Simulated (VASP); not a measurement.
# Be (R-3m) in VASP: single point with PBEsol

Aim: the single point of Be with PBEsol.

All numbers are computed with VASP 6.6.1; they aren't measurements. Logs are shortened: lines on timing, memory, paths and dates and some standing lists are left out, and cuts for length are marked.

### Step 1. The cell of the first run

It takes space group R-3m (No. 166, trigonal). The conventional cell has a = 3.509 Å, b = 3.509 Å, c = 2.214 Å, α = 90.00°, β = 90.00°, γ = 120.00°. Be (site symmetry -3m) has 14 Be at 2.16 to 2.51 Å within 2.9 Å.

### Step 2. Single point, PBEsol (equal xy, yz and zx shear strains of +2 %)

Contents of INCAR:

```
PREC = Accurate
ENCUT = 520
EDIFF = 1E-6
ISMEAR = -1
SIGMA = 0.03
LREAL = False
LASPH = True
NELM = 100
ALGO = Normal
ISIF = 2
LWAVE = False
LCHARG = False
GGA = PS
NBANDS = 7
```

Contents of KPOINTS:

```
regular mesh
0
Gamma
  23 23 23
```

Contents of POSCAR:

```
Be
1.0
   -1.2280585323      1.2531209513      1.2531209513
    1.2531209513     -1.2280585323      1.2531209513
    1.2531209513      1.2531209513     -1.2280585323
Be
1
Direct
    0.0000000000      0.0000000000      0.0000000000
```

Potentials or basis: VASP PAW PBE potentials, release 64 (Be).

On the command line:

```sh
$ cat potpaw_PBE.64/Be/POTCAR > POTCAR
$ mpirun -np 1 vasp_std > vasp.out
```

OUTCAR:

```text
PREC = Accurate
   ENCUT = 520
   EDIFF = 1E-6
   ISMEAR = -1
   LREAL = False
   LASPH = True
   NELM = 100
   ISIF = 2
   GGA = PS

 ion  position               nearest neighbor table
   1  0.000  0.000  0.000-

  LATTYP: Found a trigonal (rhomboedric) cell.
 ALAT       =     2.1560964719
 COS(alpha) =    -0.3242805026

  Lattice vectors:

 A1 = (  -1.2280585323,   1.2531209513,   1.2531209513)
 A2 = (   1.2531209513,  -1.2280585323,   1.2531209513)
 A3 = (   1.2531209513,   1.2531209513,  -1.2280585323)

Analysis of symmetry for initial positions (statically):
=====================================================================
 Subroutine PRICEL returns:
 Original cell was already a primitive cell.

 Routine SETGRP: Setting up the symmetry group for a
 trigonal (rhombohedral) supercell.

 Subroutine GETGRP returns: Found 12 space group operations
 (whereof 12 operations were pure point group operations)
 out of a pool of 12 trial point group operations.

The static configuration has the point symmetry D_3d.

Analysis of symmetry for dynamics (positions and initial velocities):
=====================================================================
 Subroutine PRICEL returns:
 Original cell was already a primitive cell.

 Routine SETGRP: Setting up the symmetry group for a
 trigonal (rhombohedral) supercell.

 Subroutine GETGRP returns: Found 12 space group operations
 (whereof 12 operations were pure point group operations)
 out of a pool of 12 trial point group operations.

The dynamic configuration has the point symmetry D_3d.

 Subroutine INISYM returns: Found 12 space group operations
 (whereof 12 operations are pure point group operations),
 and found     1 'primitive' translations

----------------------------------------------------------------------------------------

                                     Primitive cell

  volume of cell :       7.8688

  direct lattice vectors                    reciprocal lattice vectors
    -1.228058532  1.253120951  1.253120951    -0.007902630  0.395131494  0.395131494
     1.253120951 -1.228058532  1.253120951     0.395131494 -0.007902630  0.395131494
     1.253120951  1.253120951 -1.228058532     0.395131494  0.395131494 -0.007902630

  length of vectors
     2.156096472  2.156096472  2.156096472     0.558856195  0.558856195  0.558856195

  position of ions in fractional coordinates (direct lattice)
     0.000000000  0.000000000  0.000000000

  ion indices of the primitive-cell ions
   primitive index   ion index
                 1           1

----------------------------------------------------------------------------------------

 KPOINTS: regular mesh

Automatic generation of k-mesh.
 Grid dimensions read from file:
 generate k-points for:   23   23   23

 Generating k-lattice:

  Cartesian coordinates                     Fractional coordinates (reciprocal lattice)
    -0.000343593  0.017179630  0.017179630     0.043478261  0.000000000  0.000000000
     0.017179630 -0.000343593  0.017179630     0.000000000  0.043478261  0.000000000
     0.017179630  0.017179630 -0.000343593    -0.000000000 -0.000000000  0.043478261

  Length of vectors
     0.024298095  0.024298095  0.024298095

  Shift w.r.t. Gamma in fractional coordinates (k-lattice)
     0.000000000  0.000000000  0.000000000

 Subroutine IBZKPT returns following result:
 ===========================================

 Found   1156 irreducible k-points:

 Following reciprocal coordinates:
            Coordinates               Weight
  0.000000  0.000000  0.000000      1.000000
  0.043478  0.000000  0.000000      6.000000
  0.086957  0.000000  0.000000      6.000000
  0.130435  0.000000  0.000000      6.000000
  0.173913  0.000000  0.000000      6.000000
  0.217391  0.000000  0.000000      6.000000
[... 16 lines left out ...]
  0.478261  0.043478  0.000000     12.000000
 -0.478261  0.043478 -0.000000     12.000000
 [... further k-points ...]
   k-points           NKPTS =   1156   k-points in BZ     NKDIM =   1156   number of bands    NBANDS=      7
   number of dos      NEDOS =    301   number of ions     NIONS =      1
   total plane-waves  NPLWV =   4096
   dimension x,y,z NGX =    16 NGY =   16 NGZ =   16
   dimension x,y,z NGXF=    32 NGYF=   32 NGZF=   32
   ions per type =               1
   NGX,Y,Z   is equivalent  to a cutoff of  12.34, 12.34, 12.34 a.u.
   NGXF,Y,Z  is equivalent  to a cutoff of  24.67, 24.67, 24.67 a.u.
 SYSTEM =  unknown system
   PREC   = accura    normal or accurate (medium, high low for compatibility)
   ISTART =      0    job   : 0-new  1-cont  2-samecut
   ICHARG =      2    charge: 1-file 2-atom 10-const
   ISPIN  =      1    spin polarized calculation?
   LNONCOLLINEAR =      F non collinear calculations
   LSORBIT =      F    spin-orbit coupling
   LASPH  =      T    aspherical Exc in radial PAW
   ENCUT  =  520.0 eV  38.22 Ry    6.18 a.u.   4.01  4.01  4.01*2*pi/ulx,y,z
   NELM   =    100;   NELMIN=  2; NELMDL= -5     # of ELM steps
   EDIFF  = 0.1E-05   stopping-criterion for ELM
   LREAL  =      F    real-space projection
   EDIFFG = 0.1E-04   stopping-criterion for IOM
   NSW    =      0    number of steps for IOM
   IBRION =     -1    ionic relax: 0-MD 1-quasi-New 2-CG
   NFREE  =      0    steps in history (QN), initial steepest desc. (CG)
   ISIF   =      2    stress and relaxation
   ISYM   =      2    0-nonsym 1-usesym 2-fastsym
   POTIM  = 0.5000    time-step for ionic-motion
   TEBEG  =    0.0;   TEEND  =   0.0 temperature during run
   PSTRESS=    0.0 pullay stress
   NELECT =       2.0000    total number of electrons
   NUPDOWN=      -1.0000    fix difference up-down
   EMIN   =  10.00;   EMAX   =-10.00  energy-range for DOS
   EFERMI =   0.00;   METHOD = LEGACY
   ISMEAR =    -1;   SIGMA  =   0.03  broadening in eV -4-tet -1-fermi 0-gaus
   EFERMI_NEDOS =   21; number of points for ismear=-14 and -15
   IALGO  =     38    algorithm
   IMIX   =      4    mixing-type and parameters
     AMIX     =   0.40;   BMIX     =  1.00
     AMIX_MAG =   1.60;   BMIX_MAG =  1.00
  volume/ion in A,a.u.               =       7.87        53.10
  Fermi-wavevector in a.u.,A,eV,Ry     =   1.037007  1.959659 14.631479  1.075383
  Thomas-Fermi vector in A             =   2.171424
   LORBIT       =      0    0 simple, 1 ext, 2 COOP (PROOUT), +10 PAW based schemes
   GGA     = PS    functional components
   LHFCALC =     F    Hartree Fock is set to
   AEXX    =    0.0000 exact exchange contribution
   IVDW    =     0    specifies the selected vdW correction
   LEPSILON=     F    determine dielectric tensor
   LRPA    =     F    only Hartree local field effects (RPA)
 non-spin polarized calculation
  energy-cutoff  :      520.00
  volume of cell :        7.87
 maximum number of plane-waves:       236
   NGX =  7   NGY =  7   NGZ =  7

 number of electron       2.0000000 magnetization

 Free energy of the ion-electron system (eV)
  ---------------------------------------------------
  ext. energy  EPLUGINS =         0.00000000
  ---------------------------------------------------
  free energy    TOTEN  =        -3.89296609 eV

  energy without entropy =       -3.89239557  energy(sigma->0) =       -3.89268083

 E-fermi :   7.9296     XC(G=0): -10.6289

 val. band max:        7.9006596772   @ k =   0.3043   0.2609   0.0870
 cond. band min:       7.9376388040   @ k =   0.3478   0.3478   0.2609
 fundamental gap:      0.0369791268
 Fermi energy:         7.9295875765

 k-point     1 :       0.0000    0.0000    0.0000
  band No.  band energies     occupation
      1      -4.3150      2.00000
      2      26.7099      0.00000
      3      27.5103      0.00000
      4      27.5103      0.00000
      5      38.2336      0.00000
      6      38.2336      0.00000
      7      38.8696      0.00000

 k-point     2 :       0.0435    0.0000    0.0000
  band No.  band energies     occupation
      1      -4.2501      2.00000
      2      26.4289      0.00000
      3      27.1675      0.00000
      4      27.4221      0.00000
      5      37.3021      0.00000
      6      37.5019      0.00000
      7      39.1421      0.00000

 k-point     3 :       0.0870    0.0000    0.0000
  band No.  band energies     occupation
      1      -4.0553      2.00000
      2      25.4925      0.00000
      3      26.3400      0.00000
      4      27.1657      0.00000
      5      35.6650      0.00000
      6      36.1338      0.00000
      7      39.8902      0.00000

 k-point     4 :       0.1304    0.0000    0.0000
  band No.  band energies     occupation
      1      -3.7304      2.00000
      2      23.8166      0.00000
      3      25.3992      0.00000
      4      26.7668      0.00000
      5      34.5016      0.00000
      6      34.7128      0.00000
      7      39.4424      0.00000

 k-point     5 :       0.1739    0.0000    0.0000
  band No.  band energies     occupation
      1      -3.2758      2.00000
      2      21.6808      0.00000
      3      24.4432      0.00000
      4      26.2676      0.00000
      5      33.3809      0.00000
      6      33.8531      0.00000
      7      39.3617      0.00000
[... 161 lines left out ...]
 k-point    22 :       0.4348    0.0435    0.0000
  band No.  band energies     occupation
      1       2.2033      2.00000
      2       8.6285      0.00000
      3      20.2646      0.00000
      4      22.9671      0.00000
      5      29.4059      0.00000
      6      34.4924      0.00000
      7      44.2806      0.00000

 k-point    23 :       0.4783    0.0435    0.0000
  band No.  band energies     occupation
      1       2.6068      2.00000
      2       8.0689      0.01905
      3      20.1982      0.00000
      4      22.9426      0.00000
      5      29.2770      0.00000
      6      34.5371      0.00000
      7      44.7053      0.00000

 k-point    24 :      -0.4783    0.0435   -0.0000
  band No.  band energies     occupation
      1       2.2268      2.00000
      2       8.5982      0.00000
      3      20.2843      0.00000
      4      23.0480      0.00000
      5      29.3128      0.00000
      6      34.4447      0.00000
      7      44.2991      0.00000

 [... further k-points ...]

------------------------ aborting loop because EDIFF is reached ----------------------------------------

  FORCE on cell =-STRESS in cart. coord.  units (eV):
  Direction    XX          YY          ZZ          XY          YZ          ZX
  --------------------------------------------------------------------------------------
  -------------------------------------------------------------------------------------
  Total       -0.0698700     -0.0698700     -0.0698700     -0.1894361     -0.1894361     -0.1894361
  in kB      -14.2262951    -14.2262951    -14.2262951    -38.5712590    -38.5712590    -38.5712590
  external PRESSURE =     -14.2262951 kB  Pullay stress =       0.0000000 kB

 VOLUME and BASIS-vectors are now :
 -----------------------------------------------------------------------------
  energy-cutoff  :      520.00
  volume of cell :        7.87
      direct lattice vectors                 reciprocal lattice vectors
    -1.228058532  1.253120951  1.253120951    -0.007902630  0.395131494  0.395131494
     1.253120951 -1.228058532  1.253120951     0.395131494 -0.007902630  0.395131494
     1.253120951  1.253120951 -1.228058532     0.395131494  0.395131494 -0.007902630

 POSITION                                       TOTAL-FORCE (eV/Angst)
 -----------------------------------------------------------------------------------
      0.00000      0.00000      0.00000         0.000000      0.000000      0.000000
 -----------------------------------------------------------------------------------
    total drift:                               -0.000000     -0.000000     -0.000000

  FREE ENERGIE OF THE ION-ELECTRON SYSTEM (eV)
  ---------------------------------------------------
  free  energy   TOTEN  =        -3.8929660928 eV

  energy  without entropy=       -3.8923955718  energy(sigma->0) =       -3.89268083
```

It took 18 s on 1 thread of Intel Xeon Platinum 8259CL at 2.50GHz (Skylake/Cascade Lake), shared host; peak memory 0.16 GiB.

Results:

* Free energy: -3.8930 eV
* Pressure: -1.4 GPa
* Band gap on the k mesh: zero (bands 1 and 2 overlap by 4.81 eV)

Levels at points of the mesh, in eV from the Fermi level:
| k point | band 1 | band 2 | band 3 | band 4 |
| --- | --- | --- | --- | --- |
| (0.00, 0.00, 0.00) | -12.24 | 18.78 | 19.58 | 19.58 |

Caveat: the cell differs from its parent crystal (equal xy, yz and zx shear strains of +2 %); the PAW data sets were made with another functional, which shifts forces and pressure a little.
